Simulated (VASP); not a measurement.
# Ti6H in VASP: notebook

Ti6H is run at these levels: PBE; tasks: single point.

Everything below comes from runs of VASP 6.6.1. Logs are shortened: lines on timing, memory, paths and dates and some standing lists are left out, and cuts for length are marked.

**1. The cell of the first run**

The cell holds a slab with vacuum, 7 atoms: a = 2.832 Å, b = 4.580 Å, c = 23.551 Å, α = 90.00°, β = 90.00°, γ = 90.00°.

**2. Single point, PBE**

File INCAR:

```
SYSTEM = Ti6H
PREC = Accurate
ENCUT = 520
EDIFF = 1E-7
ISMEAR = 0
SIGMA = 0.1
LREAL = .False.
LASPH = .True.
NELM = 80
ALGO = Normal
ISIF = 2
LWAVE = .False.
LCHARG = .False.
LDIPOL = .True.
IDIPOL = 3
DIPOL = 0.5 0.5 0.345
GGA = PE
NBANDS = 46
```

File KPOINTS:

```
regular mesh
0
Gamma
  9 6 1
  0 0 0
```

File POSCAR:

```
Ti6H
1.0
    2.8321726458      0.0000000000      0.0000000000
    0.0000000000      4.5795363026      0.0000000000
    0.0000000000      0.0000000000     23.5510893874
Ti H
6 1
Direct
    0.5000000000      0.0000000000      0.1698435233
    0.0000000000      0.5000000000      0.2259767339
    0.5000000000      0.0000000000      0.2821099444
    0.5000000000      0.5000000000      0.3394934593
    0.0000000000      0.0000000000      0.3940191404
    0.5000000000      0.5000000000      0.4480085492
    0.8750000000      0.8750000000      0.5528869248
```

Potentials or basis: VASP PAW PBE potentials, release 64 (Ti_sv, H).

Started as:

```
> cat potpaw_PBE.64/Ti_sv/POTCAR potpaw_PBE.64/H/POTCAR > POTCAR
> mpirun -np 1 vasp_std > vasp.out
```

OUTCAR:

```text
SYSTEM = Ti6H
   PREC = Accurate
   ENCUT = 520
   EDIFF = 1E-7
   ISMEAR = 0
   LREAL = .False.
   LASPH = .True.
   NELM = 80
   ISIF = 2
   GGA = PE

 ion  position               nearest neighbor table
   1  0.500  0.000  0.170-   3 2.64
   2  0.000  0.500  0.226-
   3  0.500  0.000  0.282-   1 2.64   4 2.66   4 2.66
   4  0.500  0.500  0.339-   6 2.56   3 2.66   3 2.66
   5  0.000  0.000  0.394-
   6  0.500  0.500  0.448-   4 2.56
   7  0.875  0.875  0.553-

  LATTYP: Found a simple orthorhombic cell.
 ALAT       =     2.8321726458
 B/A-ratio  =     1.6169693290
 C/A-ratio  =     8.3155556997

  Lattice vectors:

 A1 = (   2.8321726458,   0.0000000000,   0.0000000000)
 A2 = (   0.0000000000,   4.5795363026,   0.0000000000)
 A3 = (   0.0000000000,   0.0000000000,  23.5510893874)

Analysis of symmetry for initial positions (statically):
=====================================================================
 Subroutine PRICEL returns:
 Original cell was already a primitive cell.

 Routine SETGRP: Setting up the symmetry group for a
 simple orthorhombic supercell.

 Subroutine GETGRP returns: Found  1 space group operations
 (whereof  1 operations were pure point group operations)
 out of a pool of  8 trial point group operations.

The static configuration has the point symmetry C_1 .

Analysis of symmetry for dynamics (positions and initial velocities):
=====================================================================
 Subroutine PRICEL returns:
 Original cell was already a primitive cell.

 Routine SETGRP: Setting up the symmetry group for a
 simple orthorhombic supercell.

 Subroutine GETGRP returns: Found  1 space group operations
 (whereof  1 operations were pure point group operations)
 out of a pool of  8 trial point group operations.

The dynamic configuration has the point symmetry C_1 .

 Subroutine INISYM returns: Found  1 space group operations
 (whereof  1 operations are pure point group operations),
 and found     1 'primitive' translations

----------------------------------------------------------------------------------------

                                     Primitive cell

  volume of cell :     305.4585

  direct lattice vectors                    reciprocal lattice vectors
     2.832172646  0.000000000  0.000000000     0.353085820  0.000000000  0.000000000
     0.000000000  4.579536303  0.000000000     0.000000000  0.218362719  0.000000000
     0.000000000  0.000000000 23.551089387     0.000000000  0.000000000  0.042460881

  length of vectors
     2.832172646  4.579536303 23.551089387     0.353085820  0.218362719  0.042460881

  position of ions in fractional coordinates (direct lattice)
     0.500000000  0.000000000  0.169843523
     0.000000000  0.500000000  0.225976734
     0.500000000  0.000000000  0.282109944
     0.500000000  0.500000000  0.339493459
     0.000000000  0.000000000  0.394019140
     0.500000000  0.500000000  0.448008549
     0.875000000  0.875000000  0.552886925

  ion indices of the primitive-cell ions
   primitive index   ion index
                 1           1
                 2           2
                 3           3
                 4           4
                 5           5
                 6           6
                 7           7

----------------------------------------------------------------------------------------

 KPOINTS: regular mesh

Automatic generation of k-mesh.
 Grid dimensions read from file:
 generate k-points for:    9    6    1

 Generating k-lattice:

  Cartesian coordinates                     Fractional coordinates (reciprocal lattice)
     0.039231758  0.000000000  0.000000000     0.111111111  0.000000000  0.000000000
     0.000000000  0.036393787  0.000000000     0.000000000  0.166666667  0.000000000
     0.000000000  0.000000000  0.042460881     0.000000000  0.000000000  1.000000000

  Length of vectors
     0.039231758  0.036393787  0.042460881

  Shift w.r.t. Gamma in fractional coordinates (k-lattice)
     0.000000000  0.000000000  0.000000000

 Subroutine IBZKPT returns following result:
 ===========================================

 Found     28 irreducible k-points:

 Following reciprocal coordinates:
            Coordinates               Weight
  0.000000  0.000000  0.000000      1.000000
  0.111111  0.000000  0.000000      2.000000
  0.222222  0.000000  0.000000      2.000000
  0.333333  0.000000  0.000000      2.000000
  0.444444  0.000000  0.000000      2.000000
  0.000000  0.166667  0.000000      2.000000
[... 16 lines left out ...]
  0.444444 -0.333333  0.000000      2.000000
  0.000000  0.500000  0.000000      1.000000
 [... further k-points ...]
   k-points           NKPTS =     28   k-points in BZ     NKDIM =     28   number of bands    NBANDS=     46
   number of dos      NEDOS =    301   number of ions     NIONS =      7
   total plane-waves  NPLWV = 155520
   dimension x,y,z NGX =    24 NGY =   36 NGZ =  180
   dimension x,y,z NGXF=    48 NGYF=   72 NGZF=  360
   ions per type =               6   1
   NGX,Y,Z   is equivalent  to a cutoff of  14.09, 13.07, 12.71 a.u.
   NGXF,Y,Z  is equivalent  to a cutoff of  28.18, 26.14, 25.41 a.u.
 SYSTEM =  Ti6H
   PREC   = accura    normal or accurate (medium, high low for compatibility)
   ISTART =      0    job   : 0-new  1-cont  2-samecut
   ICHARG =      2    charge: 1-file 2-atom 10-const
   ISPIN  =      1    spin polarized calculation?
   LNONCOLLINEAR =      F non collinear calculations
   LSORBIT =      F    spin-orbit coupling
   LASPH  =      T    aspherical Exc in radial PAW
   ENCUT  =  520.0 eV  38.22 Ry    6.18 a.u.   5.27  8.51 43.79*2*pi/ulx,y,z
   NELM   =     80;   NELMIN=  2; NELMDL= -5     # of ELM steps
   EDIFF  = 0.1E-06   stopping-criterion for ELM
   LREAL  =      F    real-space projection
   EDIFFG = 0.1E-05   stopping-criterion for IOM
   NSW    =      0    number of steps for IOM
   IBRION =     -1    ionic relax: 0-MD 1-quasi-New 2-CG
   NFREE  =      0    steps in history (QN), initial steepest desc. (CG)
   ISIF   =      2    stress and relaxation
   ISYM   =      2    0-nonsym 1-usesym 2-fastsym
   POTIM  = 0.5000    time-step for ionic-motion
   TEBEG  =    0.0;   TEEND  =   0.0 temperature during run
   PSTRESS=    0.0 pullay stress
   NELECT =      73.0000    total number of electrons
   NUPDOWN=      -1.0000    fix difference up-down
   EMIN   =  10.00;   EMAX   =-10.00  energy-range for DOS
   EFERMI =   0.00;   METHOD = LEGACY
   ISMEAR =     0;   SIGMA  =   0.10  broadening in eV -4-tet -1-fermi 0-gaus
   EFERMI_NEDOS =   21; number of points for ismear=-14 and -15
   IALGO  =     38    algorithm
   IMIX   =      4    mixing-type and parameters
     AMIX     =   0.40;   BMIX     =  1.00
     AMIX_MAG =   1.60;   BMIX_MAG =  1.00
  volume/ion in A,a.u.               =      43.64       294.48
  Fermi-wavevector in a.u.,A,eV,Ry     =   1.015933  1.919835 14.042842  1.032120
  Thomas-Fermi vector in A             =   2.149247
   LORBIT       =      0    0 simple, 1 ext, 2 COOP (PROOUT), +10 PAW based schemes
   GGA     = PE    functional components
   LHFCALC =     F    Hartree Fock is set to
   AEXX    =    0.0000 exact exchange contribution
   IVDW    =     0    specifies the selected vdW correction
   LEPSILON=     F    determine dielectric tensor
   LRPA    =     F    only Hartree local field effects (RPA)
 non-spin polarized calculation
 Gauss-broadening in eV      SIGMA  =   0.10
  energy-cutoff  :      520.00
  volume of cell :      305.46
 maximum number of plane-waves:      8274
 NGX is ok and might be reduce to    24
   NGX = 11   NGY = 17   NGZ = 87

 dipolmoment           0.000000      0.000000     -0.058413 electrons x Angstroem

 number of electron      73.0000008 magnetization

 dipolmoment           0.000000      0.000000      0.193042 electrons x Angstroem

 Free energy of the ion-electron system (eV)
  ---------------------------------------------------
  ext. energy  EPLUGINS =         0.00000000
  ---------------------------------------------------
  free energy    TOTEN  =       -44.97385094 eV

  energy without entropy =      -44.92627701  energy(sigma->0) =      -44.95006397

 E-fermi :  -0.1406     XC(G=0):  -5.1249

 val. band max:       -0.1480434638   @ k =   0.0000   0.0000   0.0000
 cond. band min:      -0.1380941703   @ k =   0.1111   0.5000   0.0000
 fundamental gap:      0.0099492935
 Fermi energy:        -0.1405743557

 k-point     1 :       0.0000    0.0000    0.0000
  band No.  band energies     occupation
      1     -57.1182      2.00000
      2     -57.1144      2.00000
      3     -56.9956      2.00000
      4     -56.9353      2.00000
      5     -56.7482      2.00000
      6     -56.6300      2.00000
[... 38 lines left out ...]
     45       1.3362      0.00000
     46       1.3945      0.00000

 k-point     2 :       0.1111    0.0000    0.0000
  band No.  band energies     occupation
      1     -57.1111      2.00000
      2     -57.1074      2.00000
      3     -56.9898      2.00000
      4     -56.9293      2.00000
      5     -56.7425      2.00000
      6     -56.6239      2.00000
[... 38 lines left out ...]
     45       1.0727      0.00000
     46       1.2225      0.00000

 k-point     3 :       0.2222    0.0000    0.0000
  band No.  band energies     occupation
      1     -57.0930      2.00000
      2     -57.0898      2.00000
      3     -56.9752      2.00000
      4     -56.9141      2.00000
      5     -56.7280      2.00000
      6     -56.6085      2.00000
[... 1018 lines left out ...]
     45       1.3148      0.00000
     46       1.3447      0.00000

 k-point    24 :       0.0000    0.5000    0.0000
  band No.  band energies     occupation
      1     -57.1104      2.00000
      2     -57.1085      2.00000
      3     -57.0003      2.00000
      4     -56.9383      2.00000
      5     -56.7206      2.00000
      6     -56.6645      2.00000
[... 38 lines left out ...]
     45       1.0854      0.00000
     46       1.3262      0.00000

 [... further k-points ...]

------------------------ aborting loop because EDIFF is reached ----------------------------------------

 vacuum level on the upper side and lower side of the slab       (xc-potential included)         1.237        -1.415

  FORCE on cell =-STRESS in cart. coord.  units (eV):
  Direction    XX          YY          ZZ          XY          YZ          ZX
  --------------------------------------------------------------------------------------
  -------------------------------------------------------------------------------------
  Total       -3.1432251     -6.6813386     -3.5940862     -0.0075607     -0.8528713      0.1312174
  in kB      -16.4867036    -35.0446586    -18.8515401     -0.0396571     -4.4734423      0.6882556
  external PRESSURE =     -23.4609674 kB  Pullay stress =       0.0000000 kB

 VOLUME and BASIS-vectors are now :
 -----------------------------------------------------------------------------
  energy-cutoff  :      520.00
  volume of cell :      305.46
      direct lattice vectors                 reciprocal lattice vectors
     2.832172646  0.000000000  0.000000000     0.353085820  0.000000000  0.000000000
     0.000000000  4.579536303  0.000000000     0.000000000  0.218362719  0.000000000
     0.000000000  0.000000000 23.551089387     0.000000000  0.000000000  0.042460881

 POSITION                                       TOTAL-FORCE (eV/Angst)
 -----------------------------------------------------------------------------------
      1.41609      0.00000      4.00000         0.001625      0.001508      0.413867
      0.00000      2.28977      5.32200         0.000783      0.016613     -0.024779
      1.41609      0.00000      6.64400         0.002877     -0.020692     -0.379199
      1.41609      2.28977      7.99544        -0.009806      0.008462      0.015436
      0.00000      0.00000      9.27958        -0.027749     -0.033102     -0.058698
      1.41609      2.28977     10.55109        -0.006954      0.374376      1.045260
      2.47815      4.00709     13.02109         0.039224     -0.347164     -1.011887
 -----------------------------------------------------------------------------------
    total drift:                               -0.000002     -0.000009      0.001972

  FREE ENERGIE OF THE ION-ELECTRON SYSTEM (eV)
  ---------------------------------------------------
  free  energy   TOTEN  =       -44.9738509381 eV

  energy  without entropy=      -44.9262770089  energy(sigma->0) =      -44.95006397

 vacuum level on the upper side and lower side of the slab         5.880         3.162
```

Wall time 31 min (1 thread of Intel Xeon Platinum 8259CL at 2.50GHz (Skylake/Cascade Lake), shared host); peak memory 0.54 GiB.

What came out:

```yaml
Free_energy: -44.9739 eV
Largest_force: 1.110 eV/Å
Band_gap_on_the_k_mesh: zero (an odd number of electrons rules out a gap without spin polarisation)
```

Forces in eV/Å, atoms in the order of the input:
```
Ti   0.002  0.002  0.414
Ti   0.001  0.017 -0.025
Ti   0.003 -0.021 -0.379
Ti  -0.010  0.008  0.015
Ti  -0.028 -0.033 -0.059
Ti  -0.007  0.374  1.045
H    0.039 -0.347 -1.012
```

**3. Single point, PBE**

File INCAR:

```
SYSTEM = Ti6H
ALGO = Normal ; DIPOL = 0.5 0.5 0.352
EDIFF = 1E-6 ; ENCUT = 520
GGA = PE ; IDIPOL = 3
ISIF = 2 ; ISMEAR = 0
LASPH = .True. ; LCHARG = .False.
LDIPOL = .True. ; LREAL = .False.
LWAVE = .False. ; NBANDS = 46
NELM = 60 ; PREC = Accurate
SIGMA = 0.1
```

File KPOINTS:

```
k-points
0
Gamma
  9 6 1
  0 0 0
```

Edit POSCAR of step 2 so:

```diff
@@ -14,2 +14,2 @@
     0.5000000000      0.5000000000      0.4480085492
-    0.8750000000      0.8750000000      0.5528869248
+    0.8750000000      0.8750000000      0.6038399818
```

Potentials or basis: VASP PAW PBE potentials, release 64 (Ti_sv, H).

Started as:

```
> cat potpaw_PBE.64/Ti_sv/POTCAR potpaw_PBE.64/H/POTCAR > POTCAR
> mpirun -np 1 vasp_std > vasp.out
```

Run time: 17 min. Hardware: 1 thread of Intel Xeon Platinum 8259CL at 2.50GHz (Skylake/Cascade Lake), shared host; peak memory 0.54 GiB.

The run converged. Its results:

```yaml
Free_energy: -44.2842 eV
Largest_force: 0.386 eV/Å
Band_gap_on_the_k_mesh: zero (an odd number of electrons rules out a gap without spin polarisation)
```

Forces in eV/Å, atoms in the order of the input:
```
Ti   0.000  0.000  0.372
Ti   0.000  0.004  0.016
Ti   0.000 -0.003 -0.358
Ti  -0.001 -0.008 -0.053
Ti  -0.001  0.000 -0.102
Ti   0.000  0.066  0.380
H    0.002 -0.058 -0.255
```

Levels at points of the mesh, in eV from the Fermi level:
| k point | band 33 | band 34 | band 35 | band 36 | band 37 | band 38 | band 39 | band 40 |
| --- | --- | --- | --- | --- | --- | --- | --- | --- |
| (0.00, 0.00, 0.00) | -0.71 | -0.69 | -0.60 | -0.17 | -0.02 | 0.06 | 0.20 | 0.34 |
| (0.00, 0.50, 0.00) | -0.51 | -0.46 | -0.38 | -0.26 | -0.22 | 0.24 | 0.28 | 0.40 |
